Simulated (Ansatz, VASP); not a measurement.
**One calculation of HC9, two programs**

```
C H
1.0
     7.39800    0.00000    0.00000
    -3.69900    6.40686    0.00000
     0.00000    0.00000   12.00000
C H
18 2
Direct
  0.99291 0.00240 0.07035
  0.21782 0.11485 0.07031
  0.99504 0.33759 0.07016
  0.21567 0.44789 0.07030
  0.99476 0.66877 0.07017
  0.21596 0.77936 0.07028
  0.32841 0.00427 0.07026
  0.54902 0.11455 0.07008
  0.32813 0.33544 0.07030
  0.54932 0.44604 0.07016
  0.32625 0.66907 0.07031
  0.55117 0.78152 0.07034
  0.66146 0.00214 0.07026
  0.88262 0.11271 0.07030
  0.65960 0.33573 0.06991
  0.88450 0.44819 0.06993
  0.66175 0.67093 0.07029
  0.88234 0.78123 0.07029
  0.70012 0.27891 0.32341
  0.80652 0.29239 0.33259
```

Alike in both runs: functional PBE; dispersion D3(BJ); k mesh 2 × 2 × 1; occupations fermi-dirac, width 0.02 eV; no spin polarisation.

Ansatz relaxed the structure, and its values are those at the end. VASP's run is a single point on that final structure, the one shown.

```csv
,VASP,Ansatz
version,VASP 6.6.1,Ansatz 0.2.0
potentials or method,"VASP PAW PBE potentials, release 64 (C, H), cutoff 520 eV","scalar-relativistic, plane waves, PAW"
valence electrons in the cell,74,74
```

Ansatz gave:

```
rms of the force components (eV/Å) : 0.006
```

Problem. What did VASP give for the same quantities?

Solution. rms of the force components (eV/Å): 0.007.

The k mesh is coarse, so the values compare programs but aren't converged.
